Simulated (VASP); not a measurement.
Wanted: the native input for a VASP 6.6.1 run.

```
Task                   : electric field gradients
Functional             : PBEsol
Potentials or basis    : VASP PAW PBE potentials, release 64 (W_sv)
Cutoff                 : 400 eV
k mesh                 : 14 × 14 × 14
Occupations            : fermi-dirac, width 0.05 eV
Spin                   : no spin polarisation
Dipole correction      : no
Further INCAR settings : ALGO = Normal; EDIFF = 1e-08; NBANDS = 13
```

The structure of W lies in POSCAR:

```
W
1.0
    0.0000000000      2.0503000000      2.0300000000
    2.0503000000      0.0000000000      2.0300000000
    2.0503000000      2.0503000000      0.0000000000
W
1
Direct
    0.0000000000      0.0000000000      0.0000000000
```

This cell differs from its parent crystal: equal xx and yy strain of +1 %.

These files were run (other wordings do the same):

INCAR

```
SYSTEM = W
ALGO = Normal ; EDIFF = 1E-8
ENCUT = 400 ; GGA = PS
GGA_COMPAT = .FALSE. ; ISIF = 2
ISMEAR = -1 ; LASPH = .TRUE.
LCHARG = .FALSE. ; LEFG = .TRUE.
LREAL = .FALSE. ; LWAVE = .FALSE.
NBANDS = 13 ; NELM = 120
PREC = Accurate ; SIGMA = 0.05
```

KPOINTS

```
k-points
0
G
  14 14 14
  0 0 0
```

Potentials or basis: VASP PAW PBE potentials, release 64 (W_sv).

The run is started by

```bash
$ cat potpaw_PBE.64/W_sv/POTCAR > POTCAR
$ mpirun -np 1 vasp_std > vasp.out
```

It gave:

- Pressure: -17.0 GPa
- Band gap on the k mesh: zero (band 7 reaches 12.78 eV, above the bottom of band 8 at 9.32 eV)

Caveat: the cell differs from its parent crystal (equal xx and yy strain of +1 %); without QUAD_EFG the Cq values of the log hold for a quadrupole moment of 1 mb, not for the nuclei; the PAW data sets were made with another functional, which shifts forces and pressure a little; spin-orbit coupling is left out, which moves the levels of the heavy elements.

Wall time 54 s on 1 thread of Intel Xeon 8259CL, with other jobs on the host, peak memory 0.15 GiB.
